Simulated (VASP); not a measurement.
**SrIr3: single point with r2SCAN**

Crystal: SrIr3.

```
Ir Sr
1.0
     4.16866    0.00000    0.00000
     0.00000    4.16866    0.00000
     0.00000    0.00000    4.16866
Ir Sr
3 1
Direct
  0.00000 0.50000 0.50000
  0.50000 0.00000 0.50000
  0.50000 0.50000 0.00000
  0.00000 0.00000 0.00000
```

```
Program                : VASP 6.6.1
Task                   : single point
Functional             : r2SCAN
Potentials or basis    : VASP PAW PBE potentials, release 64 (Ir, Sr_sv)
Cutoff                 : 550 eV
k mesh                 : 8 × 8 × 8
Occupations            : fermi-dirac, width 0.057 eV
Spin                   : no spin polarisation
Dipole correction      : no
Further INCAR settings : ALGO = Normal; EDIFF = 1e-06; NBANDS = 26
```

* Pressure: -6.5 GPa
* Band gap on the k mesh: zero (an odd number of electrons rules out a gap without spin polarisation)

Levels at points of the mesh, in eV from the Fermi level:
| k point | band 16 | band 17 | band 18 | band 19 | band 20 | band 21 | band 22 | band 23 |
| --- | --- | --- | --- | --- | --- | --- | --- | --- |
| (0.00, 0.00, 0.00) | 0.13 | 1.23 | 1.68 | 1.68 | 1.68 | 3.85 | 3.85 | 3.85 |
| (0.50, 0.00, 0.00) | -1.21 | -0.78 | -0.57 | -0.57 | 0.35 | 1.69 | 4.31 | 4.31 |
| (0.50, 0.50, 0.00) | -1.15 | -1.07 | -1.07 | -0.42 | -0.31 | 0.66 | 3.10 | 3.10 |
| (0.50, 0.50, 0.50) | -0.77 | 0.20 | 1.27 | 1.27 | 1.27 | 2.92 | 2.92 | 2.92 |

Wall time 2.4 min on 1 thread of AMD EPYC 7R13 Processor (Zen 3), with other jobs on the host, peak memory 0.2 GiB.

Caveat: the cell stands under tension; the PAW data sets were made with another functional, which shifts forces and pressure a little; spin-orbit coupling is left out, which moves the levels of the heavy elements.
